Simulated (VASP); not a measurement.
Set up this calculation in VASP 6.6.1, as the native input.

| Property | Result |
| --- | --- |
| Task | single point |
| Functional | BLYP |
| Potentials or basis | VASP PAW PBE potentials, release 64 (Pt_sv_GW) |
| Cutoff | 570 eV |
| k mesh | 14 × 14 × 4 |
| Occupations | fermi-dirac, width 0.1 eV |
| Spin | no spin polarisation |
| Dipole correction | no |
| Further INCAR settings | ALGO = Normal; EDIFF = 1e-06; NBANDS = 44 |

The structure of Pt lies in POSCAR:

```
Pt
1.0
    2.8032463188      0.0000000000      0.0000000000
   -1.4016231594      2.4276825252      0.0000000000
    0.0000000000      0.0000000000      9.4311529908
Pt
4
Direct
    1.0000000000      1.0000000000      0.0000000000
    1.0000000000      1.0000000000      0.5000000000
    0.3333333333      0.6666666667      0.2500000000
    0.6666666667      0.3333333333      0.7500000000
```

This isn't the form of Pt at room conditions, which is fcc.

One way to write it, as run:

INCAR

```
PREC = Accurate
ENCUT = 570
EDIFF = 1E-6
ISMEAR = -1
SIGMA = 0.1
LREAL = False
LASPH = True
NELM = 120
ALGO = Normal
ISIF = 2
LWAVE = False
LCHARG = False
GGA = B5
ALDAX = 1.0
AGGAX = 1.0
AGGAC = 1.0
ALDAC = 0.0
NBANDS = 44
GGA_COMPAT = False
```

KPOINTS

```
Automatic mesh
0
Gamma
  14 14 4
```

Potentials or basis: VASP PAW PBE potentials, release 64 (Pt_sv_GW).

Command:

```sh
$ cat potpaw_PBE.64/Pt_sv_GW/POTCAR > POTCAR
$ mpirun -np 1 vasp_std > vasp.out
```

It gave:

```
Pressure               : 8.6 GPa
Band gap on the k mesh : zero (bands 36 and 37 overlap by 1.26 eV)
```

Caveat: the cell stands under pressure; the PAW data sets were made with another functional, which shifts forces and pressure a little; spin-orbit coupling is left out, which moves the levels of the heavy elements.

It took 4.3 min on 1 thread of Intel(R) Xeon(R) Platinum 8488C (Sapphire Rapids), with other jobs on the host, peak memory 0.31 GiB.
